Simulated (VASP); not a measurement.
Input of a VASP 6.6.1 run:

The input INCAR:

```
SYSTEM = Si2GeC3
PREC     = Accurate       ! precision mode
ENCUT    = 520            ! plane-wave cutoff, eV
EDIFF    = 1E-7           ! SCF threshold, eV
ISMEAR   = 0              ! smearing method
SIGMA    = 0.1            ! smearing width, eV
LREAL    = .False.        ! projectors in reciprocal space
LASPH    = .True.         ! aspherical terms in the spheres
NELM     = 60             ! most SCF steps
ALGO     = Normal         ! electronic algorithm
ISIF     = 2              ! what is computed and relaxed
LWAVE    = .False.        ! write WAVECAR
LCHARG   = .True.         ! write CHGCAR
GGA      = PE             ! functional
LELF     = .True.         ! ELF
LVHAR    = .True.       
NBANDS   = 26             ! bands
```

Contents of KPOINTS:

```
regular mesh
0
Gamma
  6 6 2
  0 0 0
```

The input POSCAR:

```
Si2GeC3
1.0
    3.3737210300      0.0000000000      0.0000000000
   -1.6868605200      2.9217281200      0.0000000000
    0.0000000000      0.0000000000      8.3441118900
Si Ge C
2 1 3
Direct
    0.3333333300      0.6666666700      0.6790233900
    0.6666666700      0.3333333300      0.3209766100
    0.0000000000      0.0000000000      0.0000000000
    0.3333333300      0.6666666700      0.1429916000
    0.6666666700      0.3333333300      0.8570084000
    0.0000000000      0.0000000000      0.5000000000
```

Potentials or basis: VASP PAW PBE potentials, release 64 (Si, Ge_d, C).

The run is started by

```sh
$ cat potpaw_PBE.64/Si/POTCAR potpaw_PBE.64/Ge_d/POTCAR potpaw_PBE.64/C/POTCAR > POTCAR
$ mpirun -np 1 vasp_std > vasp.out
```

(1) What does it give for the largest force?

(2) What does it give for the band gap on the k mesh?

(3) Estimate the pressure.

Answers

(1) 1.597 eV/Å.

(2) zero (band 17 reaches 6.21 eV, above the bottom of band 18 at 5.04 eV).

(3) -30.7 GPa.

Caveat: the k points lie up to 0.38 Å⁻¹ apart; forces of over 1 eV/Å act on the atoms, so gaps and moduli don't describe the material at rest.
